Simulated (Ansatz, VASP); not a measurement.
**SnO: VASP beside Ansatz**

The input POSCAR:

```
SnO
1.0
    0.0617472956      2.7082147176      2.7082147176
    2.7082147176      0.0617472956      2.7082147176
    2.7699620132      2.7699620132      0.0000000000
Sn O
1 1
Direct
    0.0047800006      0.0047800006     -0.0047800006
    0.2452199994      0.2452199994      0.2547800006
```

File INCAR.step1:

```
SYSTEM = SnO
  PREC = Accurate
  ENCUT = 520
  ISMEAR = -1
  SIGMA = 0.02
  LREAL = .False.
  LASPH = .True.
  NELM = 100
  NBANDS = 17
  GGA = PE
  ALGO = Normal
  EDIFF = 1E-4
  LWAVE = .True.
  LCHARG = .False.
```

File INCAR.step2:

```
SYSTEM = SnO
  PREC = Accurate
  ENCUT = 520
  EDIFF = 1E-6
  ISMEAR = -1
  SIGMA = 0.02
  LREAL = .False.
  LASPH = .True.
  NELM = 100
  ALGO = Normal
  ISIF = 2
  LWAVE = .False.
  LCHARG = .True.
  METAGGA = R2SCAN
  LMIXTAU = .True.
  LELF = .True.
  LVHAR = .True.
  NBANDS = 17
  ISTART = 1
```

KPOINTS

```
Automatic mesh
0
Gamma
  8 8 8
  0 0 0
```

Input for Ansatz:

```yaml
crystal:
  lattice:
    - [0.0617472956, 2.7082147176, 2.7082147176]
    - [2.7082147176, 0.0617472956, 2.7082147176]
    - [2.7699620132, 2.7699620132, 0.0]
  atoms:
    - { symbol: Sn, position: [0.0047800006, 0.0047800006, -0.0047800006] }
    - { symbol: O, position: [0.2452199994, 0.2452199994, 0.2547800006] }
kpoints:
  mp_grid: { grid: [8, 8, 8] }
  band_path:
    path:
      - [0.0, 0.0, 0.0]
      - [-0.5, -0.5, 0.0]
      - [-0.375, -0.375, 0.25]
      - [-0.375, 0.0, 0.375]
      - [0.0, 0.0, 0.5]
      - [-0.5, -0.25, 0.25]
      - [-0.5, -0.4, 0.1]
    npoints: 1
hamiltonian:
  xc: r2scan
scf:
  occupations: { method: fermi_dirac, width: 0.02 }
  n_extra_bands: 4
output:
  forces: true
  stress: true
  eigenvalues: true
```

Change from the starting cell: shear_xy strain +4.6%.

Alike in both runs: task single point; functional r2SCAN; k mesh 8 × 8 × 8; occupations fermi-dirac, width 0.02 eV; no spin polarisation.

|  | VASP | Ansatz |
| --- | --- | --- |
| version | VASP 6.6.1 | Ansatz 0.2.0 |
| potentials or method | VASP PAW PBE potentials, release 64 (Sn_d, O) | plane waves, PAW |
| plane-wave cutoff (eV) | 520 | 500 |
| valence electrons in the cell | 20 | 20 |

```tsv
	VASP	Ansatz	Ansatz less VASP
pressure (GPa)	0.0	-0.3	-0.32
traceless stress, the component that is largest in VASP (GPa)	2.02	2.05	+0.037
rms of the force components (eV/Å)	0.007	0.002	-0.0045
```

VASP's potentials were made for PBE, not for r2SCAN. Atom by atom the forces differ by 0.004 eV/Å (rms over components).
